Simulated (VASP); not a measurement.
# Si2W (MoSi2 type) (I4/mmm) in VASP: notebook

Si2W (MoSi2 type) is run at these levels: PBE; tasks: single point, relaxation of cell and atoms.

All numbers are computed with VASP 6.6.1; they aren't measurements. Logs are shortened: lines on timing, memory, paths and dates and some standing lists are left out, and cuts for length are marked.

### 1 The cell of the first run

The structure is tetragonal, space group I4/mmm (No. 139). Conventional cell: a = 3.108 Å, b = 3.108 Å, c = 7.637 Å, α = 90.00°, β = 90.00°, γ = 90.00°. W (site symmetry 4/mmm) has 10 Si at 2.54 Å and 4 W at 3.11 Å within 3.4 Å. Si (site symmetry 4mm) has 9 Si at 2.54 to 3.11 Å and 5 W at 2.54 Å within 3.3 Å.

### 2 Single point, PBE

INCAR

```
SYSTEM = Si2W
  PREC = Accurate
  ENCUT = 520
  EDIFF = 1E-6
  ISMEAR = -1
  SIGMA = 0.1
  LREAL = .FALSE.
  LASPH = .TRUE.
  NELM = 100
  ALGO = Normal
  ISIF = 2
  LWAVE = .FALSE.
  LCHARG = .FALSE.
  GGA = PE
  NBANDS = 18
```

KPOINTS

```
Automatic mesh
0
G
  15 15 15
  0 0 0
```

POSCAR

```
Si2W
1.0
   -1.5541136148      1.5541136148      3.8187141366
    1.5541136148     -1.5541136148      3.8187141366
    1.5541136148      1.5541136148     -3.8187141366
W Si
1 2
Direct
    0.0000000000      0.0000000000      0.0000000000
    0.3329052033      0.3329052033      0.0000000000
   -0.3329052033     -0.3329052033      0.0000000000
```

Potentials or basis: VASP PAW PBE potentials, release 64 (W_sv, Si).

Command:

```bash
cat potpaw_PBE.64/W_sv/POTCAR potpaw_PBE.64/Si/POTCAR > POTCAR
mpirun -np 1 vasp_std > vasp.out
```

OUTCAR:

```text
SYSTEM = Si2W
   PREC = Accurate
   ENCUT = 520
   EDIFF = 1E-6
   ISMEAR = -1
   LREAL = .FALSE.
   LASPH = .TRUE.
   NELM = 100
   ISIF = 2
   GGA = PE

 ion  position               nearest neighbor table
   1  0.000  0.000  0.000-   3 2.54   2 2.54   3 2.54   2 2.54   3 2.54   2 2.54   2 2.54   3 2.54
                             2 2.54   3 2.54
   2  0.333  0.333  0.000-   3 2.54   3 2.54   3 2.54   3 2.54   1 2.54   1 2.54   1 2.54   1 2.54
                             1 2.54   3 2.55
   3  0.667  0.667  0.000-   2 2.54   2 2.54   2 2.54   2 2.54   1 2.54   1 2.54   1 2.54   1 2.54
                             1 2.54   2 2.55

  LATTYP: Found a body centered tetragonal cell.
 ALAT       =     3.1082272296
 C/A-ratio  =     2.4571653579

  Lattice vectors:

 A1 = (  -1.5541136148,   1.5541136148,   3.8187141366)
 A2 = (   1.5541136148,  -1.5541136148,   3.8187141366)
 A3 = (   1.5541136148,   1.5541136148,  -3.8187141366)

Analysis of symmetry for initial positions (statically):
=====================================================================
 Subroutine PRICEL returns:
 Original cell was already a primitive cell.

 Routine SETGRP: Setting up the symmetry group for a
 body centered tetragonal supercell.

 Subroutine GETGRP returns: Found 16 space group operations
 (whereof 16 operations were pure point group operations)
 out of a pool of 16 trial point group operations.

The static configuration has the point symmetry D_4h.

Analysis of symmetry for dynamics (positions and initial velocities):
=====================================================================
 Subroutine PRICEL returns:
 Original cell was already a primitive cell.

 Routine SETGRP: Setting up the symmetry group for a
 body centered tetragonal supercell.

 Subroutine GETGRP returns: Found 16 space group operations
 (whereof 16 operations were pure point group operations)
 out of a pool of 16 trial point group operations.

The dynamic configuration has the point symmetry D_4h.

 Subroutine INISYM returns: Found 16 space group operations
 (whereof 16 operations are pure point group operations),
 and found     1 'primitive' translations

----------------------------------------------------------------------------------------

                                     Primitive cell

  volume of cell :      36.8929

  direct lattice vectors                    reciprocal lattice vectors
    -1.554113615  1.554113615  3.818714137     0.000000000  0.321726800  0.130934127
     1.554113615 -1.554113615  3.818714137     0.321726800  0.000000000  0.130934127
     1.554113615  1.554113615 -3.818714137     0.321726800  0.321726800  0.000000000

  length of vectors
     4.406031765  4.406031765  4.406031765     0.347349794  0.347349794  0.454990404

  position of ions in fractional coordinates (direct lattice)
     0.000000000  0.000000000  0.000000000
     0.332905203  0.332905203  0.000000000
     0.667094797  0.667094797  0.000000000

  ion indices of the primitive-cell ions
   primitive index   ion index
                 1           1
                 2           2
                 3           3

----------------------------------------------------------------------------------------

 KPOINTS: Automatic mesh

Automatic generation of k-mesh.
 Grid dimensions read from file:
 generate k-points for:   15   15   15

 Generating k-lattice:

  Cartesian coordinates                     Fractional coordinates (reciprocal lattice)
     0.000000000  0.021448453  0.008728942     0.066666667 -0.000000000  0.000000000
     0.021448453  0.000000000  0.008728942    -0.000000000  0.066666667  0.000000000
     0.021448453  0.021448453  0.000000000     0.000000000  0.000000000  0.066666667

  Length of vectors
     0.023156653  0.023156653  0.030332694

  Shift w.r.t. Gamma in fractional coordinates (k-lattice)
     0.000000000  0.000000000  0.000000000

 Subroutine IBZKPT returns following result:
 ===========================================

 Found    288 irreducible k-points:

 Following reciprocal coordinates:
            Coordinates               Weight
  0.000000  0.000000  0.000000      1.000000
  0.066667  0.000000 -0.000000      8.000000
  0.133333  0.000000 -0.000000      8.000000
  0.200000  0.000000 -0.000000      8.000000
  0.266667  0.000000 -0.000000      8.000000
  0.333333  0.000000 -0.000000      8.000000
[... 16 lines left out ...]
  0.133333  0.133333 -0.000000      8.000000
  0.200000  0.133333  0.000000     16.000000
 [... further k-points ...]
   k-points           NKPTS =    288   k-points in BZ     NKDIM =    288   number of bands    NBANDS=     18
   number of dos      NEDOS =    301   number of ions     NIONS =      3
   total plane-waves  NPLWV =  46656
   dimension x,y,z NGX =    36 NGY =   36 NGZ =   36
   dimension x,y,z NGXF=    72 NGYF=   72 NGZF=   72
   ions per type =               1   2
   NGX,Y,Z   is equivalent  to a cutoff of  13.58, 13.58, 13.58 a.u.
[... 95 lines left out ...]
      4     -24.5872      2.00000
      5      -1.1871      2.00000
      6       5.9523      2.00000
[... 10 lines left out ...]
     17      19.7486      0.00000
     18      20.6065      0.00000

 k-point     4 :       0.2000    0.0000   -0.0000
  band No.  band energies     occupation
      1     -60.3116      2.00000
      2     -24.7047      2.00000
      3     -24.6839      2.00000
      4     -24.5818      2.00000
      5      -0.7401      2.00000
      6       5.9396      2.00000
[... 10 lines left out ...]
     17      20.4365      0.00000
     18      21.5532      0.00000

 k-point     5 :       0.2667    0.0000   -0.0000
  band No.  band energies     occupation
      1     -60.3090      2.00000
      2     -24.7707      2.00000
      3     -24.6788      2.00000
      4     -24.5756      2.00000
      5      -0.1377      2.00000
      6       5.6705      2.00000
[... 10 lines left out ...]
     17      21.3043      0.00000
     18      22.6040      0.00000

 k-point     6 :       0.3333    0.0000   -0.0000
  band No.  band energies     occupation
      1     -60.3065      2.00000
      2     -24.8333      2.00000
      3     -24.6739      2.00000
      4     -24.5696      2.00000
      5       0.5973      2.00000
      6       5.0586      2.00000
[... 10 lines left out ...]
     17      21.1952      0.00000
     18      22.8004      0.00000

 k-point     7 :       0.4000    0.0000    0.0000
  band No.  band energies     occupation
      1     -60.3045      2.00000
      2     -24.8817      2.00000
      3     -24.6700      2.00000
      4     -24.5650      2.00000
      5       1.4340      2.00000
      6       4.2522      2.00000
[... 10 lines left out ...]
     17      20.8206      0.00000
     18      21.4889      0.00000

 k-point     8 :       0.4667    0.0000   -0.0000
  band No.  band energies     occupation
      1     -60.3035      2.00000
      2     -24.9080      2.00000
      3     -24.6678      2.00000
      4     -24.5624      2.00000
      5       2.3082      2.00000
      6       3.3841      2.00000
[... 10 lines left out ...]
     17      20.4432      0.00000
     18      20.6340      0.00000
[... 229 lines left out ...]
     17      20.9073      0.00000
     18      21.7808      0.00000

 k-point    20 :      -0.2000    0.0667    0.0000
  band No.  band energies     occupation
      1     -60.3111      2.00000
      2     -24.7029      2.00000
      3     -24.6815      2.00000
      4     -24.5955      2.00000
      5      -0.7308      2.00000
      6       6.2595      2.00000
[... 10 lines left out ...]
     17      20.0268      0.00000
     18      21.6609      0.00000

 k-point    21 :      -0.1333    0.0667    0.0000
  band No.  band energies     occupation
      1     -60.3134      2.00000
      2     -24.6864      2.00000
      3     -24.6448      2.00000
      4     -24.6011      2.00000
      5      -1.1506      2.00000
      6       6.1794      2.00000
[... 10 lines left out ...]
     17      19.7133      0.00000
     18      20.6977      0.00000

 k-point    22 :      -0.0667    0.0667    0.0000
  band No.  band energies     occupation
      1     -60.3149      2.00000
      2     -24.6900      2.00000
      3     -24.6059      2.00000
      4     -24.6040      2.00000
      5      -1.3974      2.00000
      6       6.0268      2.00000
[... 10 lines left out ...]
     17      19.6539      0.00000
     18      20.0278      0.00000

 k-point    23 :       0.1333    0.1333   -0.0000
  band No.  band energies     occupation
      1     -60.3118      2.00000
      2     -24.6864      2.00000
      3     -24.6438      2.00000
      4     -24.6377      2.00000
      5      -0.7262      2.00000
      6       5.6400      2.00000
[... 10 lines left out ...]
     17      20.3928      0.00000
     18      20.6934      0.00000

 k-point    24 :       0.2000    0.1333    0.0000
  band No.  band energies     occupation
      1     -60.3095      2.00000
      2     -24.6994      2.00000
      3     -24.6814      2.00000
      4     -24.6346      2.00000
      5      -0.2480      2.00000
      6       5.5126      2.00000
[... 10 lines left out ...]
     17      20.0929      0.00000
     18      21.6928      0.00000

 [... further k-points ...]
[... 5 lines left out ...]
  --------------------------------------------------------------------------------------
  -------------------------------------------------------------------------------------
  Total        6.7277203      6.7277203      6.6999856      0.0000000      0.0000000      0.0000000
  in kB      292.1701493    292.1701493    290.9656912      0.0000000      0.0000000      0.0000000
  external PRESSURE =     291.7686633 kB  Pullay stress =       0.0000000 kB

 VOLUME and BASIS-vectors are now :
 -----------------------------------------------------------------------------
  energy-cutoff  :      520.00
  volume of cell :       36.89
      direct lattice vectors                 reciprocal lattice vectors
    -1.554113615  1.554113615  3.818714137     0.000000000  0.321726800  0.130934127
     1.554113615 -1.554113615  3.818714137     0.321726800  0.000000000  0.130934127
     1.554113615  1.554113615 -3.818714137     0.321726800  0.321726800  0.000000000

 POSITION                                       TOTAL-FORCE (eV/Angst)
 -----------------------------------------------------------------------------------
      0.00000      0.00000      0.00000         0.000000      0.000000     -0.000000
      0.00000      0.00000      2.54254        -0.000000     -0.000000     -0.005674
      0.00000      0.00000      5.09489        -0.000000     -0.000000      0.005674
 -----------------------------------------------------------------------------------
    total drift:                                0.000000      0.000000     -0.000000

  FREE ENERGIE OF THE ION-ELECTRON SYSTEM (eV)
  ---------------------------------------------------
  free  energy   TOTEN  =       -24.4747230129 eV

  energy  without entropy=      -24.4660044697  energy(sigma->0) =      -24.47036374
```

It took 5.7 min on 1 thread of Intel Xeon 8259CL, shared host; peak memory 0.34 GiB.

What came out:

```
Free energy            : -24.4747 eV
Pressure               : 29.2 GPa
Largest force          : 0.006 eV/Å
Band gap on the k mesh : zero (bands 11 and 12 overlap by 1.48 eV)
```

Forces in eV/Å, atoms in the order of the input:
```
W    0.000  0.000  0.000
Si   0.000  0.000 -0.006
Si   0.000  0.000  0.006
```

Stress tensor (GPa, compression positive):
```
29.22  0.00  0.00
 0.00 29.22  0.00
 0.00  0.00 29.10
```

Levels at points of the mesh, in eV from the Fermi level:
```tsv
k point	band 9	band 10	band 11	band 12	band 13	band 14
(0.00, 0.00, 0.00)	-3.13	-3.13	0.76	2.49	3.32	3.48
```

Caveat: the cell stands under pressure; spin-orbit coupling is left out, which moves the levels of the heavy elements.

### 3 Single point, PBE

INCAR

```
SYSTEM = Si2W
PREC = Accurate ; ENCUT = 520
EDIFF = 1E-7 ; ISMEAR = -1
SIGMA = 0.1 ; LREAL = .FALSE.
LASPH = .TRUE. ; NELM = 80
ALGO = Normal ; ISIF = 2
LWAVE = .FALSE. ; LCHARG = .FALSE.
GGA = PE ; NBANDS = 18
```

KPOINTS

```
regular mesh
0
G
  15 15 15
  0 0 0
```

POSCAR

```
Si2W
1.0
   -1.5539359052      1.5539359052      3.8179916970
    1.5539359052     -1.5539359052      3.8179916970
    1.5539359052      1.5539359052     -3.8179916970
W Si
1 2
Direct
    0.0000000000      0.0000000000      0.0000000000
    0.3329230211      0.3329230211      0.0000000000
   -0.3329230211     -0.3329230211      0.0000000000
```

Potentials or basis: VASP PAW PBE potentials, release 64 (W_sv, Si).

Command:

```bash
cat potpaw_PBE.64/W_sv/POTCAR potpaw_PBE.64/Si/POTCAR > POTCAR
mpirun -np 1 vasp_std > vasp.out
```

Run time: 6.8 min. Hardware: 1 thread of Intel Xeon 8259CL, shared host; peak memory 0.35 GiB.

Results (log left out):

| Quantity | Value |
| --- | --- |
| Free energy | -24.4719 eV |
| Pressure | 29.3 GPa |
| Largest force | 0.010 eV/Å |
| Band gap on the k mesh | zero (bands 11 and 12 overlap by 1.48 eV) |

Forces on the atoms (eV/Å):
```
W    0.000  0.000  0.000
Si   0.000  0.000 -0.010
Si   0.000  0.000  0.010
```

Levels at points of the mesh, in eV from the Fermi level:
| k point | band 7 | band 8 | band 9 | band 10 | band 11 | band 12 | band 13 | band 14 | band 15 | band 16 |
| --- | --- | --- | --- | --- | --- | --- | --- | --- | --- | --- |
| (0.00, 0.00, 0.00) | -3.80 | -3.77 | -3.13 | -3.13 | 0.76 | 2.49 | 3.33 | 3.48 | 3.48 | 5.09 |

Caveat: the cell stands under pressure; spin-orbit coupling is left out, which moves the levels of the heavy elements.

### 4 Single point, PBE

This run uses another cell than the first one, of 13.67 Å³/atom.

INCAR

```
ALGO = Normal
EDIFF = 1E-6
ENCUT = 520
GGA = PE
ISIF = 2
ISMEAR = -1
LASPH = True
LCHARG = False
LREAL = False
LWAVE = False
NBANDS = 18
NELM = 80
PREC = Accurate
SIGMA = 0.1
```

KPOINTS

```
k-points
0
Gamma
  15 15 15
```

POSCAR

```
Si2W
1.0
   -1.6143227215      1.6143227215      3.9349291362
    1.6143227215     -1.6143227215      3.9349291362
    1.6143227215      1.6143227215     -3.9349291362
W Si
1 2
Direct
    0.0000000000      0.0000000000      0.0000000000
    0.3345030483      0.3345030483      0.0000000000
   -0.3345030483     -0.3345030483      0.0000000000
```

Command:

```bash
cat potpaw_PBE.64/W_sv/POTCAR potpaw_PBE.64/Si/POTCAR > POTCAR
mpirun -np 1 vasp_std > vasp.out
```

It took 6.6 min on 1 thread of Intel Xeon 8259CL, shared host; peak memory 0.36 GiB.

The run converged. Its results:

| Quantity | Value |
| --- | --- |
| Free energy | -24.8195 eV |
| Pressure | 0.1 GPa |
| Band gap on the k mesh | zero (bands 11 and 12 overlap by 1.20 eV) |

Forces in eV/Å, atoms in the order of the input:
```
W    0.000  0.000  0.000
Si   0.000  0.000 -0.002
Si   0.000  0.000  0.002
```

Stress tensor (GPa, compression positive):
```
0.12 0.00 0.00
0.00 0.12 0.00
0.00 0.00 0.00
```

Levels at points of the mesh, in eV from the Fermi level:
```
           k point  band 8  band 9  band 10  band 11  band 12  band 13  band 14  band 15
(0.00, 0.00, 0.00)   -3.25   -2.81    -2.81     0.60     2.65     2.98     3.04     3.04
```

Caveat: spin-orbit coupling is left out, which moves the levels of the heavy elements.

### 5 Relaxation of cell and atoms, PBE, target pressure 29 GPa, at which the enthalpy is minimised

INCAR

```
SYSTEM = Si2W
PREC     = Accurate       ! precision mode
ENCUT    = 600            ! plane-wave cutoff, eV
EDIFF    = 1E-7           ! SCF threshold, eV
ISMEAR   = -1             ! smearing method
SIGMA    = 0.1            ! smearing width, eV
LREAL    = .FALSE.        ! projectors in reciprocal space
LASPH    = .TRUE.         ! aspherical terms in the spheres
NELM     = 80             ! most SCF steps
ALGO     = Normal         ! electronic algorithm
ISIF     = 3              ! what is computed and relaxed
LWAVE    = .FALSE.        ! write WAVECAR
LCHARG   = .FALSE.        ! write CHGCAR
GGA      = PE             ! functional
IBRION   = 2              ! ionic algorithm
NSW      = 32             ! ionic steps
EDIFFG   = -0.005         ! ionic threshold
PSTRESS  = 290.0
```

KPOINTS

```
regular mesh
0
G
  15 15 15
  0 0 0
```

POSCAR

```
Si2W
1.0
   -1.5541136148      1.5541136148      3.8187141366
    1.5541136148     -1.5541136148      3.8187141366
    1.5541136148      1.5541136148     -3.8187141366
W Si
1 2
Direct
    0.0000000000      0.0000000000      0.0000000000
    0.3329052033      0.3329052033      0.0000000000
   -0.3329052033     -0.3329052033      0.0000000000
```

Command:

```bash
cat potpaw_PBE.64/W_sv/POTCAR potpaw_PBE.64/Si/POTCAR > POTCAR
mpirun -np 1 vasp_std > vasp.out
```

Run time: 13 min. Hardware: 1 thread of Intel Xeon 8259CL, shared host; peak memory 0.37 GiB.

The run converged. Its results:

```yaml
Free_energy: -24.4795 eV
Relaxed_volume: 12.31 Å³/atom
Relaxed_cell: a = 4.407 Å, b = 4.407 Å, c = 4.407 Å, α = 138.69°, β = 138.69°, γ = 59.85°
Space_group_after_relaxing_to_0.1_Å: I4/mmm (No. 139)
Energy_change_on_relaxing_the_run_minimises_the_enthalpy: -1.5 meV/atom
Ionic_steps: 3
Pressure_after_relaxing: 29.0 GPa
Band_gap_on_the_k_mesh: zero (bands 11 and 12 overlap by 1.48 eV)
```

Stress tensor (GPa, compression positive):
```
29.03  0.00  0.00
 0.00 29.03  0.00
 0.00  0.00 28.95
```

Step by step:
| step | energy change (eV) | largest force (eV/Å) | pressure (GPa) | volume (Å³) |
| --- | --- | --- | --- | --- |
| 1 | 0.0000 | 0.0056 | 29.23 | 36.89 |
| 2 | -0.0169 | 0.0088 | 28.37 | 36.99 |
| 3 | -0.0045 | 0.0019 | 29.00 | 36.92 |

Final structure:
```cif
data_structure
_symmetry_space_group_name_H-M 'P 1'
_symmetry_Int_Tables_number 1
_cell_length_a 4.4068
_cell_length_b 4.4068
_cell_length_c 4.4068
_cell_angle_alpha 138.688
_cell_angle_beta 138.688
_cell_angle_gamma 59.850
_cell_volume 36.92
loop_
_atom_site_label
_atom_site_type_symbol
_atom_site_fract_x
_atom_site_fract_y
_atom_site_fract_z
_atom_site_occupancy
W1 W 0.00000 0.00000 0.00000 1
Si1 Si 0.33290 0.33290 0.00000 1
Si2 Si 0.66710 0.66710 0.00000 1
```

Levels at points of the mesh, in eV from the Fermi level:
| k point | band 7 | band 8 | band 9 | band 10 | band 11 | band 12 | band 13 | band 14 | band 15 |
| --- | --- | --- | --- | --- | --- | --- | --- | --- | --- |
| (0.00, 0.00, 0.00) | -3.79 | -3.77 | -3.13 | -3.13 | 0.76 | 2.49 | 3.32 | 3.48 | 3.48 |

Caveat: the cell is relaxed towards a set pressure, so the run minimises the enthalpy, not the energy; spin-orbit coupling is left out, which moves the levels of the heavy elements.

### 6 Overview

| task | cell | cutoff (eV) | gap on the mesh (eV) | pressure (GPa) | largest force (eV/Å) |
| --- | --- | --- | --- | --- | --- |
| single point | a = 4.406 Å, angles 138.7, 138.7, 59.8°, 3 atoms, atomic positions A | 520 | none | 29.2 | 0.01 |
| single point | a = 4.405 Å, angles 138.7, 138.7, 59.8°, 3 atoms, atomic positions A | 520 | none | 29.3 | 0.01 |
| single point | a = 4.549 Å, angles 138.4, 138.4, 60.2°, 3 atoms, atomic positions B | 520 | none | 0.1 | - |
| relaxation of cell and atoms | relaxed to 29 GPa from a = 4.406 Å, angles 138.7, 138.7, 59.8°, 3 atoms, atomic positions A | 600 | none | 29.0 | - |

Alike in all rows: level PBE; potentials or basis VASP PAW PBE potentials, release 64 (W_sv, Si); no spin polarisation; k mesh 15 × 15 × 15; smearing fermi-dirac 0.1 eV.

Caveats: spin-orbit coupling is left out, which moves the levels of the heavy elements; the cell stands under pressure (at least some runs); the cell is relaxed towards a set pressure, so the run minimises the enthalpy, not the energy (at least some runs).

Absolute energies hang on the potentials; compare differences alone.
